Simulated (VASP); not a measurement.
# SiC5 (P6_3/mcm) in VASP: relaxation of shape and atoms at fixed volume with PBE

Aim: the relaxation of shape and atoms at fixed volume of SiC5 with PBE.

Everything below comes from runs of VASP 6.6.1. Logs are shortened: lines on timing, memory, paths and dates and some standing lists are left out, and cuts for length are marked.

## (1) The cell of the first run

It takes space group P6_3/mcm (No. 193, hexagonal). The conventional cell has a = 4.603 Å, b = 4.603 Å, c = 7.453 Å, α = 90.00°, β = 90.00°, γ = 120.00°. Within 2.3 Å of Si (site symmetry -62m) lie 3 C at 1.75 Å. Within 1.9 Å of C (site symmetry m2m) lie 2 C at 1.44 Å and 1 Si at 1.75 Å. Within 1.9 Å of C (site symmetry -6) lie 3 C at 1.44 Å.

## (2) Relaxation of shape and atoms at fixed volume, PBE (11.40 Å³/atom)

File INCAR:

```
SYSTEM = SiC5
  ALGO = Normal
  EDIFF = 1E-7
  EDIFFG = -0.01
  ENCUT = 600
  GGA = PE
  IBRION = 2
  ISIF = 4
  ISMEAR = 0
  LASPH = .True.
  LCHARG = .False.
  LREAL = .False.
  LWAVE = .False.
  NELM = 80
  NSW = 50
  PREC = Accurate
  SIGMA = 0.1
```

File KPOINTS:

```
k-points
0
Gamma
  12 12 4
  0 0 0
```

File POSCAR:

```
SiC5
1.0
    4.6034388184      0.0000000000      0.0000000000
   -2.3017194092      3.9866949615      0.0000000000
    0.0000000000      0.0000000000      7.4534068670
Si C
2 10
Direct
    0.0000000000      0.0000000000      0.7500000000
    0.0000000000      0.0000000000      0.2500000000
    0.6198088445      0.0000000000      0.7500000000
    0.3333333333      0.6666666667      0.7500000000
    0.6666666667      0.3333333333      0.7500000000
    0.0000000000      0.6198088445      0.7500000000
    0.3801911555      0.3801911555      0.7500000000
    0.6198088445      0.6198088445      0.2500000000
    0.6666666667      0.3333333333      0.2500000000
    0.3333333333      0.6666666667      0.2500000000
    0.0000000000      0.3801911555      0.2500000000
    0.3801911555      0.0000000000      0.2500000000
```

Potentials or basis: VASP PAW PBE potentials, release 64 (Si, C).

On the command line:

```
$ cat potpaw_PBE.64/Si/POTCAR potpaw_PBE.64/C/POTCAR > POTCAR
$ mpirun -np 1 vasp_std > vasp.out
```

OUTCAR:

```text
SYSTEM = SiC5
   EDIFF = 1E-7
   EDIFFG = -0.01
   ENCUT = 600
   GGA = PE
   IBRION = 2
   ISIF = 4
   ISMEAR = 0
   LASPH = .True.
   LREAL = .False.
   NELM = 80
   NSW = 50
   PREC = Accurate

 ion  position               nearest neighbor table
   1  0.000  0.000  0.750-   6 1.75   7 1.75   3 1.75
   2  0.000  0.000  0.250-   8 1.75  11 1.75  12 1.75
   3  0.620  0.000  0.750-   5 1.44   4 1.44   1 1.75
   4  0.333  0.667  0.750-   6 1.44   3 1.44   7 1.44
   5  0.667  0.333  0.750-   3 1.44   6 1.44   7 1.44
   6  0.000  0.620  0.750-   4 1.44   5 1.44   1 1.75
   7  0.380  0.380  0.750-   4 1.44   5 1.44   1 1.75
   8  0.620  0.620  0.250-   9 1.44  10 1.44   2 1.75
   9  0.667  0.333  0.250-  11 1.44  12 1.44   8 1.44
  10  0.333  0.667  0.250-  12 1.44  11 1.44   8 1.44
  11  0.000  0.380  0.250-   9 1.44  10 1.44   2 1.75
  12  0.380  0.000  0.250-  10 1.44   9 1.44   2 1.75

  LATTYP: Found a hexagonal cell.
 ALAT       =     4.6034388184
 C/A-ratio  =     1.6190954547

  Lattice vectors:

 A1 = (   4.6034388184,   0.0000000000,   0.0000000000)
 A2 = (  -2.3017194092,   3.9866949615,   0.0000000000)
 A3 = (   0.0000000000,   0.0000000000,   7.4534068670)

Analysis of symmetry for initial positions (statically):
=====================================================================
 Subroutine PRICEL returns:
 Original cell was already a primitive cell.

 Routine SETGRP: Setting up the symmetry group for a
 hexagonal supercell.

 Subroutine GETGRP returns: Found 24 space group operations
 (whereof 12 operations were pure point group operations)
 out of a pool of 24 trial point group operations.

The static configuration has the point symmetry D_3d.
 The point group associated with its full space group is D_6h.

Analysis of symmetry for dynamics (positions and initial velocities):
=====================================================================
 Subroutine PRICEL returns:
 Original cell was already a primitive cell.

 Routine SETGRP: Setting up the symmetry group for a
 hexagonal supercell.

 Subroutine GETGRP returns: Found 24 space group operations
 (whereof 12 operations were pure point group operations)
 out of a pool of 24 trial point group operations.

The dynamic configuration has the point symmetry D_3d.
 The point group associated with its full space group is D_6h.

 Subroutine INISYM returns: Found 24 space group operations
 (whereof 12 operations are pure point group operations),
 and found     1 'primitive' translations

----------------------------------------------------------------------------------------

                                     Primitive cell

  volume of cell :     136.7887

  direct lattice vectors                    reciprocal lattice vectors
     4.603438818  0.000000000  0.000000000     0.217228911  0.125417170  0.000000000
    -2.301719409  3.986694962  0.000000000     0.000000000  0.250834340  0.000000000
     0.000000000  0.000000000  7.453406867     0.000000000  0.000000000  0.134166834

  length of vectors
     4.603438818  4.603438818  7.453406867     0.250834340  0.250834340  0.134166834

  position of ions in fractional coordinates (direct lattice)
     0.000000000  0.000000000  0.750000000
     0.000000000  0.000000000  0.250000000
     0.619808844  0.000000000  0.750000000
     0.333333333  0.666666667  0.750000000
     0.666666667  0.333333333  0.750000000
     0.000000000  0.619808844  0.750000000
     0.380191156  0.380191156  0.750000000
     0.619808844  0.619808844  0.250000000
     0.666666667  0.333333333  0.250000000
     0.333333333  0.666666667  0.250000000
     0.000000000  0.380191156  0.250000000
     0.380191156  0.000000000  0.250000000

  ion indices of the primitive-cell ions
   primitive index   ion index
                 1           1
                 2           2
                 3           3
                 4           4
                 5           5
                 6           6
                 7           7
                 8           8
                 9           9
                10          10
                11          11
                12          12

----------------------------------------------------------------------------------------

 KPOINTS: k-points

Automatic generation of k-mesh.
 Grid dimensions read from file:
 generate k-points for:   12   12    4

 Generating k-lattice:

  Cartesian coordinates                     Fractional coordinates (reciprocal lattice)
     0.018102409  0.010451431  0.000000000     0.083333333  0.000000000  0.000000000
     0.000000000  0.020902862  0.000000000     0.000000000  0.083333333  0.000000000
     0.000000000  0.000000000  0.033541708     0.000000000  0.000000000  0.250000000

  Length of vectors
     0.020902862  0.020902862  0.033541708

  Shift w.r.t. Gamma in fractional coordinates (k-lattice)
     0.000000000  0.000000000  0.000000000

 Subroutine IBZKPT returns following result:
 ===========================================

 Found     57 irreducible k-points:

 Following reciprocal coordinates:
            Coordinates               Weight
  0.000000  0.000000  0.000000      1.000000
  0.083333  0.000000  0.000000      6.000000
  0.166667  0.000000  0.000000      6.000000
  0.250000  0.000000  0.000000      6.000000
  0.333333  0.000000  0.000000      6.000000
  0.416667  0.000000  0.000000      6.000000
[... 16 lines left out ...]
  0.250000  0.000000  0.250000     12.000000
  0.333333  0.000000  0.250000     12.000000
 [... further k-points ...]
   k-points           NKPTS =     57   k-points in BZ     NKDIM =     57   number of bands    NBANDS=     31
   number of dos      NEDOS =    301   number of ions     NIONS =     12
   total plane-waves  NPLWV =  96000
   dimension x,y,z NGX =    40 NGY =   40 NGZ =   60
   dimension x,y,z NGXF=    80 NGYF=   80 NGZF=  120
   ions per type =               2  10
   NGX,Y,Z   is equivalent  to a cutoff of  14.45, 14.45, 13.38 a.u.
   NGXF,Y,Z  is equivalent  to a cutoff of  28.89, 28.89, 26.77 a.u.
 SYSTEM =  SiC5
   PREC   = accura    normal or accurate (medium, high low for compatibility)
   ISTART =      0    job   : 0-new  1-cont  2-samecut
   ICHARG =      2    charge: 1-file 2-atom 10-const
   ISPIN  =      1    spin polarized calculation?
   LNONCOLLINEAR =      F non collinear calculations
   LSORBIT =      F    spin-orbit coupling
   LASPH  =      T    aspherical Exc in radial PAW
   ENCUT  =  600.0 eV  44.10 Ry    6.64 a.u.   9.19  9.19 14.89*2*pi/ulx,y,z
   NELM   =     80;   NELMIN=  2; NELMDL= -5     # of ELM steps
   EDIFF  = 0.1E-06   stopping-criterion for ELM
   LREAL  =      F    real-space projection
   EDIFFG = -.1E-01   stopping-criterion for IOM
   NSW    =     50    number of steps for IOM
   IBRION =      2    ionic relax: 0-MD 1-quasi-New 2-CG
   NFREE  =      1    steps in history (QN), initial steepest desc. (CG)
   ISIF   =      4    stress and relaxation
   ISYM   =      2    0-nonsym 1-usesym 2-fastsym
   POTIM  = 0.5000    time-step for ionic-motion
   TEBEG  =    0.0;   TEEND  =   0.0 temperature during run
   PSTRESS=    0.0 pullay stress
   NELECT =      48.0000    total number of electrons
   NUPDOWN=      -1.0000    fix difference up-down
   EMIN   =  10.00;   EMAX   =-10.00  energy-range for DOS
   EFERMI =   0.00;   METHOD = LEGACY
   ISMEAR =     0;   SIGMA  =   0.10  broadening in eV -4-tet -1-fermi 0-gaus
   EFERMI_NEDOS =   21; number of points for ismear=-14 and -15
   IALGO  =     38    algorithm
   IMIX   =      4    mixing-type and parameters
     AMIX     =   0.40;   BMIX     =  1.00
     AMIX_MAG =   1.60;   BMIX_MAG =  1.00
  volume/ion in A,a.u.               =      11.40        76.92
  Fermi-wavevector in a.u.,A,eV,Ry     =   1.154707  2.182080 18.141308  1.333349
  Thomas-Fermi vector in A             =   2.291341
   LORBIT       =      0    0 simple, 1 ext, 2 COOP (PROOUT), +10 PAW based schemes
   GGA     = PE    functional components
   LHFCALC =     F    Hartree Fock is set to
   AEXX    =    0.0000 exact exchange contribution
   IVDW    =     0    specifies the selected vdW correction
   LEPSILON=     F    determine dielectric tensor
   LRPA    =     F    only Hartree local field effects (RPA)
 conjugate gradient relaxation of ions
 non-spin polarized calculation
 Gauss-broadening in eV      SIGMA  =   0.10
  energy-cutoff  :      600.00
  volume of cell :      136.79
 maximum number of plane-waves:      4595
 NGX is ok and might be reduce to    40
   NGX = 19   NGY = 19   NGZ = 29

--------------------------------------- Ionic step        1  -------------------------------------------

 number of electron      48.0000002 magnetization

 Free energy of the ion-electron system (eV)
  ---------------------------------------------------
  ext. energy  EPLUGINS =         0.00000000
  ---------------------------------------------------
  free energy    TOTEN  =       -98.41196979 eV

  energy without entropy =      -98.41051064  energy(sigma->0) =      -98.41124022

------------------------ aborting loop because EDIFF is reached ----------------------------------------

  FORCE on cell =-STRESS in cart. coord.  units (eV):
  Direction    XX          YY          ZZ          XY          YZ          ZX
  --------------------------------------------------------------------------------------
  -------------------------------------------------------------------------------------
  Total        8.1623808      8.1623808     -0.0885232      0.0000000      0.0000000      0.0000000
  in kB       95.6042550     95.6042550     -1.0368536      0.0000000      0.0000000      0.0000000
  external PRESSURE =      63.3905522 kB  Pullay stress =       0.0000000 kB
[... 215 lines left out ...]
  energy  without entropy=      -98.4932604540  energy(sigma->0) =      -98.49390549

--------------------------------------- Ionic step        6  -------------------------------------------

 number of electron      48.0000002 magnetization

 Free energy of the ion-electron system (eV)
  ---------------------------------------------------
  ext. energy  EPLUGINS =         0.00000000
  ---------------------------------------------------
  free energy    TOTEN  =       -98.49455938 eV

  energy without entropy =      -98.49326909  energy(sigma->0) =      -98.49391424

 E-fermi :   4.1168     XC(G=0):  -9.6271

 val. band max:        4.0868263291   @ k =   0.0000   0.0000   0.5000
 cond. band min:       4.1334031174   @ k =   0.0000   0.0000   0.2500
 fundamental gap:      0.0465767883
 Fermi energy:         4.1168206529

 k-point     1 :       0.0000    0.0000    0.0000
  band No.  band energies     occupation
      1     -13.6827      2.00000
      2     -13.4979      2.00000
      3      -8.9269      2.00000
      4      -8.8293      2.00000
      5      -7.7876      2.00000
      6      -7.7876      2.00000
[... 805 lines left out ...]
     30       9.9447      0.00000
     31      10.4660      0.00000

 [... further k-points ...]
[... 5 lines left out ...]
  --------------------------------------------------------------------------------------
  -------------------------------------------------------------------------------------
  Total        0.1999035      0.1999035      0.0437451      0.0000000      0.0000000      0.0000000
  in kB        2.3414275      2.3414275      0.5123768      0.0000000      0.0000000      0.0000000
  external PRESSURE =       1.7317440 kB  Pullay stress =       0.0000000 kB
[... 27 lines left out ...]
  FREE ENERGIE OF THE ION-ELECTRON SYSTEM (eV)
  ---------------------------------------------------
  free  energy   TOTEN  =       -98.4945593843 eV

  energy  without entropy=      -98.4932690883  energy(sigma->0) =      -98.49391424

 reached required accuracy - stopping structural energy minimisation
```

Wall time 18 min (1 thread of Intel Xeon Platinum 8259CL at 2.50GHz (Skylake/Cascade Lake), shared host); peak memory 0.44 GiB.

What came out:

```yaml
Free_energy: -98.4946 eV
Energy_gained_by_relaxing: 6.9 meV/atom
Ionic_steps: 6
Pressure_after_relaxing: 0.2 GPa
Band_gap_on_the_k_mesh: zero (bands 24 and 25 overlap by 0.06 eV)
```

Stress tensor (GPa, compression positive):
```
0.23 0.00 0.00
0.00 0.23 0.00
0.00 0.00 0.05
```

The path:
```csv
step,energy change (eV),largest force (eV/Å),pressure (GPa),volume (Å³)
1,0.0000,0.0080,6.34,136.79
2,-0.0818,0.0137,-0.56,136.79
3,-0.0826,0.0115,0.05,136.79
4,-0.0826,0.0111,0.17,136.79
5,-0.0826,0.0118,0.17,136.79
6,-0.0826,0.0002,0.17,136.79
```

Final structure:
```xyz
12
Lattice="4.6493 0.0000 0.0000 -2.3246 4.0264 0.0000 0.0000 0.0000 7.3072" Properties=species:S:1:pos:R:3 pbc="T T T"
Si    0.0000    0.0000    5.4804
Si    0.0000    0.0000    1.8268
C     2.8817    0.0000    5.4804
C     0.0000    2.6842    5.4804
C     2.3246    1.3421    5.4804
C    -1.4409    2.4957    5.4804
C     0.8838    1.5307    5.4804
C     1.4409    2.4957    1.8268
C     2.3246    1.3421    1.8268
C     0.0000    2.6842    1.8268
C    -0.8838    1.5307    1.8268
C     1.7675    0.0000    1.8268
```

Levels at points of the mesh, in eV from the Fermi level:
| k point | band 20 | band 21 | band 22 | band 23 | band 24 | band 25 | band 26 | band 27 | band 28 | band 29 |
| --- | --- | --- | --- | --- | --- | --- | --- | --- | --- | --- |
| (0.00, 0.00, 0.00) | -2.24 | -0.69 | -0.14 | -0.14 | 0.03 | 0.03 | 0.20 | 0.74 | 3.03 | 3.43 |
| (0.50, 0.00, 0.00) | -3.32 | -3.22 | -3.22 | -1.78 | -1.14 | 1.80 | 2.13 | 3.31 | 5.14 | 5.19 |
| (0.00, 0.00, 0.50) | -2.27 | -0.27 | -0.27 | -0.03 | -0.03 | -0.03 | -0.03 | 1.56 | 1.56 | 5.85 |
| (0.50, 0.00, 0.50) | -3.97 | -3.26 | -3.26 | -1.38 | -1.38 | 1.57 | 1.57 | 4.49 | 4.49 | 5.62 |

Caveat: semilocal functionals underestimate gaps, and a narrow one can read as zero.

The gap in the log of VASP goes by the Fermi energy; the results here count the filled bands.